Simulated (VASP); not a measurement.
# LiB18N18 (a cell with a defect): single point with PBE

System: LiB18N18 (a cell with a defect).

```
B N Li
1.0
     7.46503    0.00000    0.00000
    -3.73252    6.46491    0.00000
     0.00000    0.00000    6.49548
B N Li
18 18 1
Direct
  0.11194 0.22171 0.24029
  0.22211 0.11144 0.76094
  0.11194 0.55541 0.24085
  0.22095 0.44402 0.75234
  0.11313 0.88916 0.24898
  0.22215 0.77779 0.76030
  0.44451 0.22053 0.24884
  0.55583 0.11149 0.76037
  0.44228 0.55366 0.23272
  0.55404 0.44177 0.76846
  0.44462 0.88903 0.24910
  0.55423 0.77941 0.76817
  0.77828 0.22169 0.24087
  0.88958 0.11264 0.75240
  0.77989 0.55382 0.23312
  0.88947 0.44414 0.75204
  0.78003 0.89140 0.23288
  0.89180 0.77953 0.76831
  0.11150 0.22202 0.75245
  0.22257 0.11115 0.24886
  0.11152 0.55544 0.75144
  0.22198 0.44414 0.23635
  0.11208 0.88900 0.76471
  0.22257 0.77773 0.24975
  0.44453 0.22149 0.76479
  0.55593 0.11102 0.24966
  0.44568 0.55584 0.75725
  0.55632 0.44525 0.24391
  0.44456 0.88907 0.76391
  0.55641 0.77730 0.24415
  0.77818 0.22215 0.75151
  0.88952 0.11166 0.23656
  0.77764 0.55585 0.75690
  0.88951 0.44410 0.23722
  0.77776 0.88793 0.75741
  0.88842 0.77734 0.24408
  0.66634 0.66596 0.50062
```

```yaml
Program: VASP 6.6.1
Task: single point
Functional: PBE
Potentials_or_basis: VASP PAW PBE potentials, release 64 (B, N, Li_sv)
Cutoff: 650 eV
k_mesh: 1 × 1 × 1, shifted
Occupations: fermi-dirac, width 0.01 eV
Spin: no spin polarisation
Dipole_correction: no
Charge: 1
Further_INCAR_settings: LREAL = Auto; ALGO = Normal; EDIFF = 1e-06; NBANDS = 98; ISYM = -1; NELECT = 146.0
```

```
Largest force : 0.020 eV/Å
```

Forces in eV/Å, atoms in the order of the input:
```
B    0.001  0.000  0.005
B    0.001  0.000 -0.003
B    0.011 -0.007  0.003
B   -0.004 -0.005 -0.002
B    0.002  0.004  0.001
B   -0.010 -0.004 -0.007
B    0.008 -0.002  0.002
B   -0.007  0.002 -0.007
B   -0.013 -0.008 -0.005
B    0.005 -0.016  0.001
B   -0.001  0.001  0.001
B   -0.017  0.007 -0.004
B   -0.001 -0.003  0.005
B   -0.006 -0.003 -0.002
B    0.014 -0.012  0.003
B   -0.002  0.001 -0.002
B    0.003  0.002  0.003
B    0.005 -0.001  0.003
N    0.010  0.010 -0.001
N   -0.003 -0.006  0.000
N   -0.002  0.004 -0.001
N   -0.006  0.008 -0.004
N    0.005  0.000  0.004
N    0.001  0.001  0.002
N    0.000  0.002  0.006
N   -0.006  0.006  0.003
N    0.005 -0.002 -0.009
N   -0.006  0.000  0.004
N    0.015 -0.001  0.013
N    0.000 -0.005  0.005
N   -0.002 -0.004 -0.001
N    0.004  0.007 -0.006
N    0.003  0.006 -0.002
N   -0.008  0.006 -0.009
N    0.007  0.002 -0.007
N   -0.015  0.002  0.008
Li   0.007  0.010  0.001
```

Levels at points of the mesh, in eV from the Fermi level:
```csv
k point,band 70,band 71,band 72,band 73,band 74,band 75,band 76,band 77
"(0.25, 0.25, 0.25)",-0.85,-0.65,-0.60,-0.34,4.37,4.41,4.61,5.14
```

Wall time 110 s on 1 thread of Intel(R) Xeon(R) Platinum 8259CL CPU @ 2.50GHz (Skylake/Cascade Lake), with other jobs on the host, peak memory 0.48 GiB.

Caveat: the cell carries a net charge on a neutralising background, which shifts energy and pressure; the cell is charged against a uniform background, so pressure and absolute levels hang on convention.
